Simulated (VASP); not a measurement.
Input of a VASP 6.6.1 run:

File INCAR:

```
SYSTEM = BN
PREC = Accurate
ENCUT = 520
EDIFF = 1E-6
ISMEAR = 0
SIGMA = 0.05
LREAL = .FALSE.
LASPH = .TRUE.
NELM = 100
ALGO = Normal
ISIF = 2
LWAVE = .FALSE.
LCHARG = .FALSE.
GGA = PE
IVDW = 12
NBANDS = 26
```

Contents of KPOINTS:

```
Automatic mesh
0
G
  10 10 2
  0 0 0
```

Contents of POSCAR:

```
BN
1.0
   -2.5039917043      0.0000000000      0.0000000000
   -1.2519958521     -2.1685204268      0.0000000000
    0.0000000000      0.0000000000     13.1724000000
B N
4 4
Direct
    0.3333333333      0.3333333333      0.8849640157
    0.3333333333      0.3333333333      0.3792702924
    0.6666666667      0.6666666667      0.1264234308
    0.6666666667      0.6666666667      0.6321171540
    0.3333333333      0.3333333333      0.1264234308
    0.3333333333      0.3333333333      0.6321171540
    0.6666666667      0.6666666667      0.8849640157
    0.6666666667      0.6666666667      0.3792702924
```

Potentials or basis: VASP PAW PBE potentials, release 64 (B, N).

The run is started by

```console
$ cat potpaw_PBE.64/B/POTCAR potpaw_PBE.64/N/POTCAR > POTCAR
$ mpirun -np 1 vasp_std > vasp.out
```

Problem. Predict the dispersion energy per atom.

Solution. -0.143 eV.

Problem. Predict the pressure.

Solution. 0.8 GPa.

Problem. What does it give for the largest force?

Solution. 0.039 eV/Å.

Stress tensor (GPa, compression positive):
```
1.23 0.00 0.00
0.00 1.23 0.00
0.00 0.00 0.06
```

Caveat: the cell differs from its parent crystal (the distance across one plane changed).
